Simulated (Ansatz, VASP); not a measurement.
This is a calculation of MgO for VASP 6.6.1.

The input INCAR:

```
SYSTEM = MgO
ALGO = Normal ; EDIFF = 1E-7
ENCUT = 520 ; GGA = PE
ISIF = 2 ; ISMEAR = 0
LASPH = .True. ; LCHARG = .False.
LREAL = .False. ; LWAVE = .False.
NBANDS = 11 ; NELM = 100
PREC = Accurate ; SIGMA = 0.027000000000000003
```

File KPOINTS:

```
k-points
0
Gamma
  11 11 11
  0 0 0
```

Contents of POSCAR:

```
MgO
1.0
    0.0000000000      2.0970013927      2.0970013927
    2.0970013927      0.0000000000      2.0970013927
    2.0970013927      2.0970013927      0.0000000000
Mg O
1 1
Direct
    0.0000000000      0.0000000000      0.0000000000
    0.5000000000      0.5000000000      0.5000000000
```

Potentials or basis: VASP PAW PBE potentials, release 64 (Mg, O).

Run with:

```sh
$ cat potpaw_PBE.64/Mg/POTCAR potpaw_PBE.64/O/POTCAR > POTCAR
$ mpirun -np 1 vasp_std > vasp.out
```

Problem. Translate it to Ansatz 0.2.0. Potentials there: Ansatz PAW.

Solution. As run (the cutoff follows the program's own potentials):

Contents of input.yaml:

```yaml
crystal:
  lattice:
    - [0.0, 2.0970013927, 2.0970013927]
    - [2.0970013927, 0.0, 2.0970013927]
    - [2.0970013927, 2.0970013927, 0.0]
  atoms:
    - { symbol: Mg, position: [0.0, 0.0, 0.0] }
    - { symbol: O, position: [0.5, 0.5, 0.5] }
hamiltonian:
  xc: pbe
  pseudopotentials: { kind: paw }
kpoints:
  mp_grid: { grid: [11, 11, 11] }
scf:
  occupations: { method: gaussian, width: 0.027 }
output:
  forces: true
  stress: true
  eigenvalues: true
```

Potentials or basis: Ansatz PAW.

Launch:

```sh
$ ansatz run input.yaml --threads 2 --pin off --max-ram 5632MiB --backend cpu --events-out ev --progress --plain --runs-dir out
```

Both were run:

|  | VASP | Ansatz | Ansatz less VASP |
| --- | --- | --- | --- |
| gap on the k mesh at the Fermi level (eV) | 4.85 | 4.87 | +0.016 |
| least direct gap on the mesh (eV) | 4.85 | 4.87 | +0.016 |
| pressure (GPa) | 6.2 | 6.9 | +0.72 |

The functional is the same, so the differences come from potentials, cutoffs and numerics. VASP's potentials hold 8 valence electrons a cell and Ansatz's 16, so a difference there can come from the potentials and not from the codes.

Noted on Ansatz's run: odd divisions of the mesh miss points on the zone boundary, where band edges often lie, so the gap on the mesh can be too wide.
